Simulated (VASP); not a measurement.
Sn:

```
CELL_PARAMETERS angstrom
0.00000 2.42059 2.57678
2.07199 0.00000 2.57678
2.07199 2.42059 0.00000
ATOMIC_POSITIONS crystal
Sn 0.50000 0.50000 0.50000
```

```yaml
Program: VASP 6.6.1
Task: relaxation of cell and atoms
Functional: PBEsol
Potentials_or_basis: VASP PAW PBE potentials, release 64 (Sn_d)
Cutoff: 600 eV
k_mesh: 6 × 6 × 6
Occupations: gaussian, width 0.1 eV
Spin: no spin polarisation
```

At the start: pressure 1.5 GPa; volume 25.85 Å³/atom.

Question: Where does the relaxation end?

Answer: Over 21 steps the energy falls by 50.3 meV/atom and the volume is 26.19 Å³/atom (+1.3 %); space group I4/mmm (No. 139, to 0.05 Å).

Step by step:
```tsv
step	energy change (eV)	largest force (eV/Å)	pressure (GPa)	volume (Å³)
1	0.0000	0.0000	1.47	25.85
2	-0.0227	0.0000	-0.97	26.72
3	-0.0237	0.0000	-1.65	26.95
4	-0.0289	0.0000	-0.17	26.17
5	-0.0291	0.0000	-0.54	26.30
6	-0.0320	0.0000	0.64	25.88
7	-0.0322	0.0000	0.77	25.77
8	-0.0348	0.0000	0.69	25.80
9	-0.0429	0.0000	0.70	25.87
10	-0.0358	0.0000	0.54	25.94
11	-0.0458	0.0000	0.65	25.90
12	-0.0453	0.0000	0.56	25.92
13	-0.0462	0.0000	0.59	25.91
14	-0.0468	0.0000	-0.18	26.23
15	-0.0476	0.0000	0.19	26.09
16	-0.0488	0.0000	-0.02	26.15
17	-0.0496	0.0000	-0.13	26.22
18	-0.0491	0.0000	-0.42	26.34
19	-0.0499	0.0000	-0.19	26.26
20	-0.0503	0.0000	0.01	26.17
21	-0.0503	0.0000	-0.05	26.19
```

Final structure:
```xyz
1
Lattice="0.0000 2.6201 2.6329 1.8984 0.0000 2.6329 1.8984 2.6201 0.0000" Properties=species:S:1:pos:R:3 pbc="T T T"
Sn    1.8984    2.6201    2.6329
```

Caveat: the k points lie up to 0.39 Å⁻¹ apart in the final cell; the PAW data sets were made with another functional, which shifts forces and pressure a little.
